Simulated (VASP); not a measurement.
Input of a VASP 6.6.1 run:

POSCAR

```
Ge
1.0
    1.3272915500     -2.4704902000      0.0000000000
    1.3272915500      2.4704902000      0.0000000000
    0.0000000000      0.0000000000      2.5633194500
Ge
1
Direct
    0.5000000000      0.5000000000      0.0000000000
```

Contents of INCAR.step1:

```
PREC = Accurate
ENCUT = 550
ISMEAR = 0
SIGMA = 0.15
LREAL = F
LASPH = T
NELM = 120
NBANDS = 13
GGA = PE
ALGO = Normal
EDIFF = 1E-5
LWAVE = T
LCHARG = F
GGA_COMPAT = F
```

File INCAR.step2:

```
PREC = Accurate
ENCUT = 550
EDIFF = 1E-6
ISMEAR = 0
SIGMA = 0.15
LREAL = F
LASPH = T
NELM = 120
ALGO = Normal
ISIF = 2
LWAVE = F
LCHARG = T
METAGGA = R2SCAN
LMIXTAU = T
LELF = T
LVHAR = T
NBANDS = 13
ISTART = 1
GGA_COMPAT = F
```

File KPOINTS:

```
regular mesh
0
Gamma
  20 20 18
```

Potentials or basis: VASP PAW PBE potentials, release 64 (Ge_d).

Launch:

```sh
$ cat potpaw_PBE.64/Ge_d/POTCAR > POTCAR
$ cp INCAR.step1 INCAR
$ mpirun -np 1 vasp_std > vasp.out
$ cp INCAR.step2 INCAR
$ mpirun -np 1 vasp_std > vasp.out
```

Question: Estimate the pressure.

Answer: 10.3 GPa.

Question: Predict the band gap on the k mesh.

Answer: Zero (band 7 reaches 15.96 eV, above the bottom of band 8 at 4.17 eV).

Stress tensor (GPa, compression positive):
```
12.49  0.00  0.00
 0.00  8.52  0.00
 0.00  0.00  9.85
```

Caveat: the cell differs from its parent crystal (strain -0.050 along x and y, -0.050 along z); the PAW data sets were made with another functional, which shifts forces and pressure a little.
